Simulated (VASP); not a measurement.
# Ru (P6_3/mmc) in VASP: notebook

Runs on Ru. Level: BHLYP. Tasks: single point.

Everything below comes from runs of VASP 6.6.1. Logs are shortened: lines on timing, memory, paths and dates and some standing lists are left out, and cuts for length are marked.

### Step 1. The cell of the first run

The structure is hexagonal, space group P6_3/mmc (No. 194). The conventional cell has a = 2.724 Å, b = 2.724 Å, c = 4.310 Å, α = 90.00°, β = 90.00°, γ = 120.00°. Ru (site symmetry -6m2) has 12 Ru at 2.67 to 2.72 Å within 3.5 Å.

### Step 2. Single point, BHLYP

POSCAR

```
Ru
1.0
    2.7237197275      0.0000000000      0.0000000000
   -1.3618598638      2.3588104769      0.0000000000
    0.0000000000      0.0000000000      4.3102577801
Ru
2
Direct
    0.6666666667      0.3333333333      0.7500000000
    0.3333333333      0.6666666667      0.2500000000
```

INCAR.step1

```
  PREC = Accurate
  ENCUT = 520
  EDIFF = 1E-5
  ISMEAR = -1
  SIGMA = 0.05
  LREAL = False
  LASPH = True
  NELM = 60
  ALGO = Normal
  ISIF = 2
  LWAVE = True
  LCHARG = False
  GGA = PE
  NBANDS = 21
```

INCAR.step2

```
  PREC = Accurate
  ENCUT = 520
  EDIFF = 1E-6
  ISMEAR = -1
  SIGMA = 0.05
  LREAL = False
  LASPH = True
  NELM = 60
  ALGO = Normal
  ISIF = 2
  LWAVE = False
  LCHARG = False
  GGA = B5
  LHFCALC = True
  AEXX = 0.5
  ALDAX = 0.5
  AGGAX = 0.5
  AGGAC = 1.0
  ALDAC = 0.0
  PRECFOCK = Normal
  ISTART = 1
  NBANDS = 21
```

KPOINTS

```
Automatic mesh
0
Gamma
  6 6 3
```

Potentials or basis: VASP PAW PBE potentials, release 64 (Ru_pv).

Command:

```sh
$ cat potpaw_PBE.64/Ru_pv/POTCAR > POTCAR
$ cp INCAR.step1 INCAR
$ mpirun -np 1 vasp_std > vasp.out
$ cp INCAR.step2 INCAR
$ mpirun -np 1 vasp_std > vasp.out
```

OUTCAR:

```text
PREC = Accurate
   ENCUT = 520
   EDIFF = 1E-6
   ISMEAR = -1
   LREAL = False
   LASPH = True
   NELM = 60
   ISIF = 2
   GGA = B5
   LHFCALC = True
   AEXX = 0.5
   PRECFOCK = Normal
   ISTART = 1

 ion  position               nearest neighbor table
   1  0.667  0.333  0.750-   2 2.67   2 2.67   2 2.67   2 2.67   2 2.67   2 2.67
   2  0.333  0.667  0.250-   1 2.67   1 2.67   1 2.67   1 2.67   1 2.67   1 2.67

  LATTYP: Found a hexagonal cell.
 ALAT       =     2.7237197275
 C/A-ratio  =     1.5824894671

  Lattice vectors:

 A1 = (   2.7237197275,   0.0000000000,   0.0000000000)
 A2 = (  -1.3618598638,   2.3588104769,   0.0000000000)
 A3 = (   0.0000000000,   0.0000000000,   4.3102577801)

Analysis of symmetry for initial positions (statically):
=====================================================================
 Subroutine PRICEL returns:
 Original cell was already a primitive cell.

 Routine SETGRP: Setting up the symmetry group for a
 hexagonal supercell.

 Subroutine GETGRP returns: Found 24 space group operations
 (whereof 12 operations were pure point group operations)
 out of a pool of 24 trial point group operations.

The static configuration has the point symmetry D_3d.
 The point group associated with its full space group is D_6h.

Analysis of symmetry for dynamics (positions and initial velocities):
=====================================================================
 Subroutine PRICEL returns:
 Original cell was already a primitive cell.

 Routine SETGRP: Setting up the symmetry group for a
 hexagonal supercell.

 Subroutine GETGRP returns: Found 24 space group operations
 (whereof 12 operations were pure point group operations)
 out of a pool of 24 trial point group operations.

The dynamic configuration has the point symmetry D_3d.
 The point group associated with its full space group is D_6h.

 Subroutine INISYM returns: Found 24 space group operations
 (whereof 12 operations are pure point group operations),
 and found     1 'primitive' translations

----------------------------------------------------------------------------------------

                                     Primitive cell

  volume of cell :      27.6923

  direct lattice vectors                    reciprocal lattice vectors
     2.723719727  0.000000000  0.000000000     0.367144971  0.211971248  0.000000000
    -1.361859864  2.358810477  0.000000000     0.000000000  0.423942496  0.000000000
     0.000000000  0.000000000  4.310257780     0.000000000  0.000000000  0.232004685

  length of vectors
     2.723719727  2.723719728  4.310257780     0.423942496  0.423942496  0.232004685

  position of ions in fractional coordinates (direct lattice)
     0.666666667  0.333333333  0.750000000
     0.333333333  0.666666667  0.250000000

  ion indices of the primitive-cell ions
   primitive index   ion index
                 1           1
                 2           2

----------------------------------------------------------------------------------------

 KPOINTS: Automatic mesh

Automatic generation of k-mesh.
 Grid dimensions read from file:
 generate k-points for:    6    6    3

 Generating k-lattice:

  Cartesian coordinates                     Fractional coordinates (reciprocal lattice)
     0.061190828  0.035328541  0.000000000     0.166666667  0.000000000  0.000000000
     0.000000000  0.070657083  0.000000000     0.000000000  0.166666667  0.000000000
     0.000000000  0.000000000  0.077334895     0.000000000  0.000000000  0.333333333

  Length of vectors
     0.070657083  0.070657083  0.077334895

  Shift w.r.t. Gamma in fractional coordinates (k-lattice)
     0.000000000  0.000000000  0.000000000

 Subroutine IBZKPT returns following result:
 ===========================================

 Found     14 irreducible k-points:

 Following reciprocal coordinates:
            Coordinates               Weight
  0.000000  0.000000  0.000000      1.000000
  0.166667 -0.000000  0.000000      6.000000
  0.333333 -0.000000  0.000000      6.000000
  0.500000 -0.000000  0.000000      3.000000
  0.166667  0.166667  0.000000      6.000000
  0.333333  0.166667  0.000000     12.000000
  0.333333  0.333333  0.000000      2.000000
  0.000000  0.000000  0.333333      2.000000
  0.166667 -0.000000  0.333333     12.000000
  0.333333 -0.000000  0.333333     12.000000
  0.500000 -0.000000  0.333333      6.000000
  0.166667  0.166667  0.333333     12.000000
  0.333333  0.166667  0.333333     24.000000
  0.333333  0.333333  0.333333      4.000000
   k-points           NKPTS =     14   k-points in BZ     NKDIM =    108   number of bands    NBANDS=     21
   number of dos      NEDOS =    301   number of ions     NIONS =      2
   total plane-waves  NPLWV =  12800
   dimension x,y,z NGX =    20 NGY =   20 NGZ =   32
   dimension x,y,z NGXF=    40 NGYF=   40 NGZF=   64
   ions per type =               2
   NGX,Y,Z   is equivalent  to a cutoff of  12.21, 12.21, 12.34 a.u.
   NGXF,Y,Z  is equivalent  to a cutoff of  24.41, 24.41, 24.68 a.u.
 SYSTEM =  unknown system
   PREC   = accura    normal or accurate (medium, high low for compatibility)
   ISTART =      1    job   : 0-new  1-cont  2-samecut
   ICHARG =      0    charge: 1-file 2-atom 10-const
   ISPIN  =      1    spin polarized calculation?
   LNONCOLLINEAR =      F non collinear calculations
   LSORBIT =      F    spin-orbit coupling
   LASPH  =      T    aspherical Exc in radial PAW
   ENCUT  =  520.0 eV  38.22 Ry    6.18 a.u.   5.06  5.06  8.01*2*pi/ulx,y,z
   NELM   =     60;   NELMIN=  2; NELMDL=  0     # of ELM steps
   EDIFF  = 0.1E-05   stopping-criterion for ELM
   LREAL  =      F    real-space projection
   EDIFFG = 0.1E-04   stopping-criterion for IOM
   NSW    =      0    number of steps for IOM
   IBRION =     -1    ionic relax: 0-MD 1-quasi-New 2-CG
   NFREE  =      0    steps in history (QN), initial steepest desc. (CG)
   ISIF   =      2    stress and relaxation
   ISYM   =      3    0-nonsym 1-usesym 2-fastsym
   POTIM  = 0.5000    time-step for ionic-motion
   TEBEG  =    0.0;   TEEND  =   0.0 temperature during run
   PSTRESS=    0.0 pullay stress
   NELECT =      28.0000    total number of electrons
   NUPDOWN=      -1.0000    fix difference up-down
   EMIN   =  10.00;   EMAX   =-10.00  energy-range for DOS
   EFERMI =   0.00;   METHOD = LEGACY
   ISMEAR =    -1;   SIGMA  =   0.05  broadening in eV -4-tet -1-fermi 0-gaus
   EFERMI_NEDOS =   21; number of points for ismear=-14 and -15
   IALGO  =     38    algorithm
   IMIX   =      1    mixing-type and parameters
     AMIX     =   0.40;   BMIX     =  1.00
     AMIX_MAG =   1.60;   BMIX_MAG =  1.00
  volume/ion in A,a.u.               =      13.85        93.44
  Fermi-wavevector in a.u.,A,eV,Ry     =   1.643140  3.105085 36.734499  2.699910
  Thomas-Fermi vector in A             =   2.733325
   LORBIT       =      0    0 simple, 1 ext, 2 COOP (PROOUT), +10 PAW based schemes
   GGA     = B5    functional components
   LHFCALC =     T    Hartree Fock is set to
   PRECFOCK=normal    Normal, Fast or Accurate (Low or Medium for compatibility)
   ENCUT4O =  -1.0   cutoff for four orbital integrals eV
   NKREDX  =     1    reduce k-point grid by
   NKREDY  =     1    reduce k-point grid by
   NKREDZ  =     1    reduce k-point grid by
   AEXX    =    0.5000 exact exchange contribution
   HFSCREEN=    0.0000 screening length (either q_TF or 0.3 A-1)
   HFSCREENC=   0.0000 screening length for correlation (either q_TF or 0.3 A-1)
   ENCUTFOCK=  -1.0 apply spherical cutoff to Coloumb kernel
   IVDW    =     0    specifies the selected vdW correction
   LEPSILON=     F    determine dielectric tensor
   LRPA    =     F    only Hartree local field effects (RPA)
 non-spin polarized calculation
  energy-cutoff  :      520.00
  volume of cell :       27.69
 maximum number of plane-waves:       759
  NGX = 16; NGY = 16; NGZ = 28

 number of electron      28.0000014 magnetization

 Free energy of the ion-electron system (eV)
  ---------------------------------------------------
  ext. energy  EPLUGINS =         0.00000000
  ---------------------------------------------------
  free energy    TOTEN  =       -26.33128063 eV

  energy without entropy =      -26.33127799  energy(sigma->0) =      -26.33127931

 E-fermi :  12.3175     XC(G=0):  -7.2717

 val. band max:       11.7766884120   @ k =   0.1667   0.1667   0.0000
 cond. band min:      12.8585676916   @ k =   0.5000  -0.0000   0.3333
 fundamental gap:      1.0818792795
 Fermi energy:        12.3174942478

 k-point     1 :       0.0000    0.0000    0.0000
  band No.  band energies     occupation
      1     -38.2811      2.00000
      2     -37.0957      2.00000
      3     -37.0957      2.00000
      4     -36.8778      2.00000
      5     -36.8778      2.00000
      6     -36.8318      2.00000
[... 13 lines left out ...]
     20      31.1062      0.00000
     21      31.1797      0.00000

 k-point     2 :       0.1667   -0.0000    0.0000
  band No.  band energies     occupation
      1     -38.1613      2.00000
      2     -37.3320      2.00000
      3     -37.1737      2.00000
      4     -37.1226      2.00000
      5     -36.9133      2.00000
      6     -36.8952      2.00000
[... 13 lines left out ...]
     20      31.1689      0.00000
     21      31.1772      0.00000

 k-point     3 :       0.3333   -0.0000    0.0000
  band No.  band energies     occupation
      1     -37.8805      2.00000
      2     -37.8037      2.00000
      3     -37.5842      2.00000
      4     -37.3246      2.00000
      5     -37.0670      2.00000
      6     -36.9904      2.00000
[... 13 lines left out ...]
     20      26.9950      0.00000
     21      31.1696      0.00000
[... 217 lines left out ...]
 k-point    13 :       0.3333    0.1667    0.3333
  band No.  band energies     occupation
      1     -38.0580      2.00000
      2     -37.9462      2.00000
      3     -37.5062      2.00000
      4     -37.3410      2.00000
      5     -37.2221      2.00000
      6     -37.0771      2.00000
[... 13 lines left out ...]
     20      28.2617      0.00000
     21      28.9355      0.00000

 k-point    14 :       0.3333    0.3333    0.3333
  band No.  band energies     occupation
      1     -37.9135      2.00000
      2     -37.9135      2.00000
      3     -37.7585      2.00000
      4     -37.5275      2.00000
      5     -37.1431      2.00000
      6     -37.1431      2.00000
[... 13 lines left out ...]
     20      27.6403      0.00000
     21      27.6608      0.00000

------------------------ aborting loop because EDIFF is reached ----------------------------------------

  FORCE on cell =-STRESS in cart. coord.  units (eV):
  Direction    XX          YY          ZZ          XY          YZ          ZX
  --------------------------------------------------------------------------------------
  -------------------------------------------------------------------------------------
  Total       -1.6770389     -1.6770389     -3.6127837      0.0000000      0.0000000     -0.0000000
  in kB      -97.0275377    -97.0275377   -209.0228838      0.0000000      0.0000000     -0.0000000
  external PRESSURE =    -134.3593197 kB  Pullay stress =       0.0000000 kB

 VOLUME and BASIS-vectors are now :
 -----------------------------------------------------------------------------
  energy-cutoff  :      520.00
  volume of cell :       27.69
      direct lattice vectors                 reciprocal lattice vectors
     2.723719727  0.000000000  0.000000000     0.367144971  0.211971248  0.000000000
    -1.361859864  2.358810477  0.000000000     0.000000000  0.423942496  0.000000000
     0.000000000  0.000000000  4.310257780     0.000000000  0.000000000  0.232004685

 POSITION                                       TOTAL-FORCE (eV/Angst)
 -----------------------------------------------------------------------------------
      1.36186      0.78627      3.23269        -0.000000     -0.000000      0.000000
     -0.00000      1.57254      1.07756         0.000000      0.000000     -0.000000
 -----------------------------------------------------------------------------------
    total drift:                                0.000000      0.000000     -0.000005

  FREE ENERGIE OF THE ION-ELECTRON SYSTEM (eV)
  ---------------------------------------------------
  free  energy   TOTEN  =       -26.3312806344 eV

  energy  without entropy=      -26.3312779948  energy(sigma->0) =      -26.33127931
```

Wall time 32 min (1 thread of AMD EPYC 7R13 (Zen 3), shared host); peak memory 0.13 GiB.

Results:

| Item | Value |
| --- | --- |
| Free energy | -26.3313 eV |
| Pressure | -13.4 GPa |
| Band gap on the k mesh | zero (band 14 reaches 15.29 eV, above the bottom of band 15 at 9.28 eV) |

Stress tensor (GPa, compression positive):
```
 -9.70   0.00   0.00
  0.00  -9.70   0.00
  0.00   0.00 -20.90
```

Levels at points of the mesh, in eV from the Fermi level:
```tsv
k point	band 10	band 11	band 12	band 13	band 14	band 15	band 16	band 17	band 18	band 19
(0.00, 0.00, 0.00)	-4.31	-3.83	-3.54	-3.54	-3.04	-3.04	2.32	2.32	2.42	13.44
(0.50, 0.00, 0.00)	-5.09	-3.63	-2.64	-2.62	2.83	3.15	3.35	6.20	8.62	14.11
```

Caveat: the k points lie up to 0.49 Å⁻¹ apart; the PAW data sets were made with another functional, which shifts forces and pressure a little.

### Step 3. Single point, BHLYP

This run uses another cell than the first one, of 14.12 Å³/atom, 1.020 times its volume.

POSCAR

```
Ru
1.0
    2.7414067149      0.0000000000      0.0000000000
   -1.3707033574      2.3741278572      0.0000000000
    0.0000000000      0.0000000000      4.3382472512
Ru
2
Direct
    0.6666666667      0.3333333333      0.7500000000
    0.3333333333      0.6666666667      0.2500000000
```

INCAR.step1

```
SYSTEM = Ru
PREC = Accurate
ENCUT = 520
EDIFF = 1E-5
ISMEAR = -1
SIGMA = 0.05
LREAL = .False.
LASPH = .True.
NELM = 60
ALGO = Normal
ISIF = 2
LWAVE = .True.
LCHARG = .False.
GGA = PE
NBANDS = 21
```

INCAR.step2

```
SYSTEM = Ru
PREC = Accurate
ENCUT = 520
EDIFF = 1E-6
ISMEAR = -1
SIGMA = 0.05
LREAL = .False.
LASPH = .True.
NELM = 60
ALGO = Normal
ISIF = 2
LWAVE = .False.
LCHARG = .False.
GGA = B5
LHFCALC = .True.
AEXX = 0.5
ALDAX = 0.5
AGGAX = 0.5
AGGAC = 1.0
ALDAC = 0.0
PRECFOCK = Normal
ISTART = 1
NBANDS = 21
```

KPOINTS

```
regular mesh
0
Gamma
  6 6 3
  0 0 0
```

Potentials or basis: VASP PAW PBE potentials, release 64 (Ru_pv).

Command:

```sh
$ cat potpaw_PBE.64/Ru_pv/POTCAR > POTCAR
$ cp INCAR.step1 INCAR
$ mpirun -np 1 vasp_std > vasp.out
$ cp INCAR.step2 INCAR
$ mpirun -np 1 vasp_std > vasp.out
```

OUTCAR:

```text
SYSTEM = Ru
   PREC = Accurate
   ENCUT = 520
   EDIFF = 1E-6
   ISMEAR = -1
   LREAL = .False.
   LASPH = .True.
   NELM = 60
   ISIF = 2
   GGA = B5
   LHFCALC = .True.
   AEXX = 0.5
   PRECFOCK = Normal
   ISTART = 1

 ion  position               nearest neighbor table
   1  0.667  0.333  0.750-   2 2.69   2 2.69   2 2.69   2 2.69   2 2.69   2 2.69
   2  0.333  0.667  0.250-   1 2.69   1 2.69   1 2.69   1 2.69   1 2.69   1 2.69

  LATTYP: Found a hexagonal cell.
 ALAT       =     2.7414067149
 C/A-ratio  =     1.5824894670
[... 523 lines left out ...]

  FORCE on cell =-STRESS in cart. coord.  units (eV):
  Direction    XX          YY          ZZ          XY          YZ          ZX
  --------------------------------------------------------------------------------------
  -------------------------------------------------------------------------------------
  Total       -2.7162349     -2.7162349     -4.6761657     -0.0000000      0.0000000      0.0000000
  in kB     -154.1295922   -154.1295922   -265.3435897     -0.0000000      0.0000000      0.0000000
  external PRESSURE =    -191.2009247 kB  Pullay stress =       0.0000000 kB

 VOLUME and BASIS-vectors are now :
 -----------------------------------------------------------------------------
  energy-cutoff  :      520.00
  volume of cell :       28.24
      direct lattice vectors                 reciprocal lattice vectors
     2.741406715  0.000000000  0.000000000     0.364776228  0.210603653  0.000000000
    -1.370703357  2.374127857  0.000000000     0.000000000  0.421207306  0.000000000
     0.000000000  0.000000000  4.338247251     0.000000000  0.000000000  0.230507839

 POSITION                                       TOTAL-FORCE (eV/Angst)
 -----------------------------------------------------------------------------------
      1.37070      0.79138      3.25369        -0.000000     -0.000000      0.000000
     -0.00000      1.58275      1.08456         0.000000      0.000000     -0.000000
 -----------------------------------------------------------------------------------
    total drift:                                0.000000      0.000000      0.000000

  FREE ENERGIE OF THE ION-ELECTRON SYSTEM (eV)
  ---------------------------------------------------
  free  energy   TOTEN  =       -26.2766957757 eV

  energy  without entropy=      -26.2766924950  energy(sigma->0) =      -26.27669414
```

Wall time 28 min (1 thread of AMD EPYC 7R13 (Zen 3), shared host); peak memory 0.13 GiB.

What came out:

* Free energy: -26.2767 eV
* Pressure: -19.1 GPa
* Band gap on the k mesh: zero (band 14 reaches 14.90 eV, above the bottom of band 15 at 8.97 eV)

Stress tensor (GPa, compression positive):
```
-15.41   0.00   0.00
  0.00 -15.41   0.00
  0.00   0.00 -26.53
```

Caveat: the k points lie up to 0.48 Å⁻¹ apart; the PAW data sets were made with another functional, which shifts forces and pressure a little.
